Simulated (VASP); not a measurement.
Input of a VASP 6.6.1 run:

Contents of INCAR:

```
PREC = Accurate
ENCUT = 520
EDIFF = 1E-7
ISMEAR = 0
SIGMA = 0.1
LREAL = F
LASPH = T
NELM = 60
ALGO = Normal
ISIF = 2
LWAVE = F
LCHARG = F
LDIPOL = T
IDIPOL = 3
DIPOL = 0.5 0.5 0.345
GGA = PS
IBRION = 2
NSW = 36
EDIFFG = -0.025
KPAR = 4
```

KPOINTS

```
regular mesh
0
Gamma
  6 6 1
```

POSCAR

```
NaTa6
1.0
    4.6393552080      0.0000000000      0.0000000000
   -2.3196776040      4.0177994673      0.0000000000
    0.0000000000      0.0000000000     19.9442140487
Ta Na
6 1
Selective dynamics
Direct
    0.6666666667      0.3333333333      0.2005594199  F F F
    0.3333333333      0.6666666667      0.2480420840  F F F
    0.0000000000      0.0000000000      0.2955247481  F F F
    0.6666666667      0.3333333333      0.3400438158  F F F
    0.3333333333      0.6666666667      0.3814862476  F F F
    0.0000000000      0.0000000000      0.4233916678  F F F
    0.8888888889      0.4444444444      0.5242482431  F F T
```

Potentials or basis: VASP PAW PBE potentials, release 64 (Ta_pv, Na_pv).

The run is started by

```bash
$ cat potpaw_PBE.64/Ta_pv/POTCAR potpaw_PBE.64/Na_pv/POTCAR > POTCAR
$ mpirun -np 4 vasp_std > vasp.out
```

Problem. What does it give for the band gap on the k mesh?

Solution. Zero (an odd number of electrons rules out a gap without spin polarisation).

Problem. Estimate the energy gained by relaxing.

Solution. 0.8 meV/atom.

The path:
```csv
step,energy change (eV),largest force on free atoms (eV/Å),pressure (GPa)
1,0.0000,0.1335,-1.76
2,-0.0008,0.1229,-1.77
3,-0.0029,0.0906,-1.79
4,-0.0052,0.0301,-1.83
5,-0.0055,0.0014,-1.85
```

Caveat: the PAW data sets were made with another functional, which shifts forces and pressure a little; spin-orbit coupling is left out, which moves the levels of the heavy elements.
